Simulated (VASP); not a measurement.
# Br (Fd-3m) in VASP: single point with PBE

Aim: the single point of Br with PBE.

Everything below comes from runs of VASP 6.6.1. Logs are shortened: lines on timing, memory, paths and dates and some standing lists are left out, and cuts for length are marked.

## Step 1: The cell of the first run

Symmetry: Fd-3m, No. 227, cubic system. Conventional cell: a = 6.895 Å, b = 6.895 Å, c = 6.895 Å, α = 90.00°, β = 90.00°, γ = 90.00°. Br (site symmetry -43m) has 4 Br at 2.99 Å within 3.9 Å.

## Step 2: Single point, PBE (40.97 Å³/atom)

The input, INCAR:

```
  PREC = Accurate
  ENCUT = 520
  EDIFF = 1E-6
  ISMEAR = -1
  SIGMA = 0.08
  LREAL = False
  LASPH = True
  NELM = 80
  ALGO = Normal
  ISIF = 2
  LWAVE = False
  LCHARG = False
  GGA = PE
  NBANDS = 14
```

The input, KPOINTS:

```
Automatic mesh
0
Gamma
  11 11 11
```

The input, POSCAR:

```
Br
1.0
    0.0000000000      3.4472596990      3.4472596990
    3.4472596990      0.0000000000      3.4472596990
    3.4472596990      3.4472596990      0.0000000000
Br
2
Direct
   -0.1250000000     -0.1250000000     -0.1250000000
    0.1250000000      0.1250000000      0.1250000000
```

Potentials or basis: VASP PAW PBE potentials, release 64 (Br).

Started as:

```bash
cat potpaw_PBE.64/Br/POTCAR > POTCAR
mpirun -np 1 vasp_std > vasp.out
```

OUTCAR:

```text
PREC = Accurate
   ENCUT = 520
   EDIFF = 1E-6
   ISMEAR = -1
   LREAL = False
   LASPH = True
   NELM = 80
   ISIF = 2
   GGA = PE

 ion  position               nearest neighbor table
   1  0.875  0.875  0.875-
   2  0.125  0.125  0.125-

  LATTYP: Found a face centered cubic cell.
 ALAT       =     6.8945193980

  Lattice vectors:

 A1 = (   0.0000000000,   3.4472596990,   3.4472596990)
 A2 = (   3.4472596990,   0.0000000000,   3.4472596990)
 A3 = (   3.4472596990,   3.4472596990,   0.0000000000)

Analysis of symmetry for initial positions (statically):
=====================================================================
 Subroutine PRICEL returns:
 Original cell was already a primitive cell.

 Routine SETGRP: Setting up the symmetry group for a
 face centered cubic supercell.

 Subroutine GETGRP returns: Found 48 space group operations
 (whereof 12 operations were pure point group operations)
 out of a pool of 48 trial point group operations.

The static configuration has the point symmetry D_3d.
 The point group associated with its full space group is O_h .

Analysis of symmetry for dynamics (positions and initial velocities):
=====================================================================
 Subroutine PRICEL returns:
 Original cell was already a primitive cell.

 Routine SETGRP: Setting up the symmetry group for a
 face centered cubic supercell.

 Subroutine GETGRP returns: Found 48 space group operations
 (whereof 12 operations were pure point group operations)
 out of a pool of 48 trial point group operations.

The dynamic configuration has the point symmetry D_3d.
 The point group associated with its full space group is O_h .

 Subroutine INISYM returns: Found 48 space group operations
 (whereof 12 operations are pure point group operations),
 and found     1 'primitive' translations

----------------------------------------------------------------------------------------

                                     Primitive cell

  volume of cell :      81.9317

  direct lattice vectors                    reciprocal lattice vectors
     0.000000000  3.447259699  3.447259699    -0.145042742  0.145042742  0.145042742
     3.447259699  0.000000000  3.447259699     0.145042742 -0.145042742  0.145042742
     3.447259699  3.447259699  0.000000000     0.145042742  0.145042742 -0.145042742

  length of vectors
     4.875161419  4.875161419  4.875161419     0.251221399  0.251221399  0.251221399

  position of ions in fractional coordinates (direct lattice)
     0.875000000  0.875000000  0.875000000
     0.125000000  0.125000000  0.125000000

  ion indices of the primitive-cell ions
   primitive index   ion index
                 1           1
                 2           2

----------------------------------------------------------------------------------------

 KPOINTS: Automatic mesh

Automatic generation of k-mesh.
 Grid dimensions read from file:
 generate k-points for:   11   11   11

 Generating k-lattice:

  Cartesian coordinates                     Fractional coordinates (reciprocal lattice)
    -0.013185704  0.013185704  0.013185704     0.090909091  0.000000000  0.000000000
     0.013185704 -0.013185704  0.013185704     0.000000000  0.090909091  0.000000000
     0.013185704  0.013185704 -0.013185704     0.000000000  0.000000000  0.090909091

  Length of vectors
     0.022838309  0.022838309  0.022838309

  Shift w.r.t. Gamma in fractional coordinates (k-lattice)
     0.000000000  0.000000000  0.000000000

 Subroutine IBZKPT returns following result:
 ===========================================

 Found     56 irreducible k-points:

 Following reciprocal coordinates:
            Coordinates               Weight
  0.000000  0.000000  0.000000      1.000000
  0.090909  0.000000  0.000000      8.000000
  0.181818  0.000000  0.000000      8.000000
  0.272727  0.000000  0.000000      8.000000
  0.363636  0.000000  0.000000      8.000000
  0.454545  0.000000  0.000000      8.000000
[... 16 lines left out ...]
 -0.272727  0.181818  0.000000     24.000000
 -0.181818  0.181818  0.000000     12.000000
 [... further k-points ...]
   k-points           NKPTS =     56   k-points in BZ     NKDIM =     56   number of bands    NBANDS=     14
   number of dos      NEDOS =    301   number of ions     NIONS =      2
   total plane-waves  NPLWV =  46656
   dimension x,y,z NGX =    36 NGY =   36 NGZ =   36
   dimension x,y,z NGXF=    72 NGYF=   72 NGZF=   72
   ions per type =               2
   NGX,Y,Z   is equivalent  to a cutoff of  12.28, 12.28, 12.28 a.u.
   NGXF,Y,Z  is equivalent  to a cutoff of  24.55, 24.55, 24.55 a.u.
 SYSTEM =  unknown system
   PREC   = accura    normal or accurate (medium, high low for compatibility)
   ISTART =      0    job   : 0-new  1-cont  2-samecut
   ICHARG =      2    charge: 1-file 2-atom 10-const
   ISPIN  =      1    spin polarized calculation?
   LNONCOLLINEAR =      F non collinear calculations
   LSORBIT =      F    spin-orbit coupling
   LASPH  =      T    aspherical Exc in radial PAW
   ENCUT  =  520.0 eV  38.22 Ry    6.18 a.u.   9.06  9.06  9.06*2*pi/ulx,y,z
   NELM   =     80;   NELMIN=  2; NELMDL= -5     # of ELM steps
   EDIFF  = 0.1E-05   stopping-criterion for ELM
   LREAL  =      F    real-space projection
   EDIFFG = 0.1E-04   stopping-criterion for IOM
   NSW    =      0    number of steps for IOM
   IBRION =     -1    ionic relax: 0-MD 1-quasi-New 2-CG
   NFREE  =      0    steps in history (QN), initial steepest desc. (CG)
   ISIF   =      2    stress and relaxation
   ISYM   =      2    0-nonsym 1-usesym 2-fastsym
   POTIM  = 0.5000    time-step for ionic-motion
   TEBEG  =    0.0;   TEEND  =   0.0 temperature during run
   PSTRESS=    0.0 pullay stress
   NELECT =      14.0000    total number of electrons
   NUPDOWN=      -1.0000    fix difference up-down
   EMIN   =  10.00;   EMAX   =-10.00  energy-range for DOS
   EFERMI =   0.00;   METHOD = LEGACY
   ISMEAR =    -1;   SIGMA  =   0.08  broadening in eV -4-tet -1-fermi 0-gaus
   EFERMI_NEDOS =   21; number of points for ismear=-14 and -15
   IALGO  =     38    algorithm
   IMIX   =      4    mixing-type and parameters
     AMIX     =   0.40;   BMIX     =  1.00
     AMIX_MAG =   1.60;   BMIX_MAG =  1.00
  volume/ion in A,a.u.               =      40.97       276.45
  Fermi-wavevector in a.u.,A,eV,Ry     =   0.908448  1.716718 11.228591  0.825278
  Thomas-Fermi vector in A             =   2.032376
   LORBIT       =      0    0 simple, 1 ext, 2 COOP (PROOUT), +10 PAW based schemes
   GGA     = PE    functional components
   LHFCALC =     F    Hartree Fock is set to
   AEXX    =    0.0000 exact exchange contribution
   IVDW    =     0    specifies the selected vdW correction
   LEPSILON=     F    determine dielectric tensor
   LRPA    =     F    only Hartree local field effects (RPA)
 non-spin polarized calculation
  energy-cutoff  :      520.00
  volume of cell :       81.93
 maximum number of plane-waves:      2229
   NGX = 19   NGY = 19   NGZ = 19

 number of electron      13.9999995 magnetization

 Free energy of the ion-electron system (eV)
  ---------------------------------------------------
  ext. energy  EPLUGINS =         0.00000000
  ---------------------------------------------------
  free energy    TOTEN  =        -2.04582186 eV

  energy without entropy =       -1.94989816  energy(sigma->0) =       -1.99786001

 E-fermi :  -0.9559     XC(G=0):  -6.9577

 val. band max:       -0.9563191579   @ k =  -0.2727   0.1818   0.0000
 cond. band min:      -0.9405526105   @ k =  -0.2727   0.3636   0.0909
 fundamental gap:      0.0157665474
 Fermi energy:        -0.9558593943

 k-point     1 :       0.0000    0.0000    0.0000
  band No.  band energies     occupation
      1     -16.2057      2.00000
      2     -14.0168      2.00000
      3      -3.8076      2.00000
      4      -3.8076      2.00000
      5      -3.8076      2.00000
      6      -1.8874      1.99998
      7      -1.8874      1.99998
      8      -1.8874      1.99998
      9       4.2225      0.00000
     10       8.0713      0.00000
     11       8.0713      0.00000
     12       9.5401      0.00000
     13       9.5401      0.00000
     14       9.5401      0.00000

 k-point     2 :       0.0909    0.0000    0.0000
  band No.  band energies     occupation
      1     -16.1776      2.00000
      2     -14.0579      2.00000
      3      -3.8488      2.00000
      4      -3.8488      2.00000
      5      -3.8419      2.00000
      6      -1.8499      1.99997
      7      -1.8310      1.99996
      8      -1.8310      1.99996
      9       4.3973      0.00000
     10       7.9003      0.00000
     11       7.9003      0.00000
     12       9.3794      0.00000
     13       9.9009      0.00000
     14       9.9009      0.00000

 k-point     3 :       0.1818    0.0000    0.0000
  band No.  band energies     occupation
      1     -16.0970      2.00000
      2     -14.1731      2.00000
      3      -3.9491      2.00000
      4      -3.9491      2.00000
      5      -3.9411      2.00000
      6      -1.7249      1.99987
      7      -1.6905      1.99979
      8      -1.6905      1.99979
      9       4.8582      0.00000
     10       7.6669      0.00000
     11       7.6669      0.00000
     12       9.0702      0.00000
     13      10.6438      0.00000
     14      10.6470      0.00000
[... 324 lines left out ...]
 k-point    23 :      -0.2727    0.1818    0.0000
  band No.  band energies     occupation
      1     -15.7941      2.00000
      2     -14.5714      2.00000
      3      -4.6136      2.00000
      4      -4.1638      2.00000
      5      -3.6846      2.00000
      6      -1.7605      1.99991
      7      -1.3640      1.98790
      8      -0.9563      1.00287
      9       5.9937      0.00000
     10       7.2542      0.00000
     11       7.3104      0.00000
     12       8.7005      0.00000
     13      10.3313      0.00000
     14      10.8523      0.00000

 k-point    24 :      -0.1818    0.1818    0.0000
  band No.  band energies     occupation
      1     -15.9296      2.00000
      2     -14.3994      2.00000
      3      -4.4326      2.00000
      4      -4.0471      2.00000
      5      -3.7542      2.00000
      6      -1.7931      1.99994
      7      -1.5381      1.99862
      8      -1.1513      1.84016
      9       5.6287      0.00000
     10       7.1816      0.00000
     11       7.4984      0.00000
     12       9.2797      0.00000
     13      10.0082      0.00000
     14      10.7824      0.00000

 [... further k-points ...]

------------------------ aborting loop because EDIFF is reached ----------------------------------------

  FORCE on cell =-STRESS in cart. coord.  units (eV):
  Direction    XX          YY          ZZ          XY          YZ          ZX
  --------------------------------------------------------------------------------------
  -------------------------------------------------------------------------------------
  Total        0.4729230      0.4729230      0.4729230     -0.0000000     -0.0000000     -0.0000000
  in kB        9.2480251      9.2480251      9.2480251     -0.0000000     -0.0000000     -0.0000000
  external PRESSURE =       9.2480251 kB  Pullay stress =       0.0000000 kB

 VOLUME and BASIS-vectors are now :
 -----------------------------------------------------------------------------
  energy-cutoff  :      520.00
  volume of cell :       81.93
      direct lattice vectors                 reciprocal lattice vectors
     0.000000000  3.447259699  3.447259699    -0.145042742  0.145042742  0.145042742
     3.447259699  0.000000000  3.447259699     0.145042742 -0.145042742  0.145042742
     3.447259699  3.447259699  0.000000000     0.145042742  0.145042742 -0.145042742

 POSITION                                       TOTAL-FORCE (eV/Angst)
 -----------------------------------------------------------------------------------
      6.03270      6.03270      6.03270         0.000000     -0.000000      0.000000
      0.86181      0.86181      0.86181        -0.000000      0.000000     -0.000000
 -----------------------------------------------------------------------------------
    total drift:                                0.000000      0.000000      0.000000

  FREE ENERGIE OF THE ION-ELECTRON SYSTEM (eV)
  ---------------------------------------------------
  free  energy   TOTEN  =        -2.0458218578 eV

  energy  without entropy=       -1.9498981629  energy(sigma->0) =       -1.99786001
```

It took 49 s on 1 thread of Intel Xeon 8259CL, shared host; peak memory 0.22 GiB.

What came out:

| Quantity | Value |
| --- | --- |
| Free energy | -2.0458 eV |
| Pressure | 0.9 GPa |
| Band gap on the k mesh | zero (bands 7 and 8 overlap by 1.30 eV) |
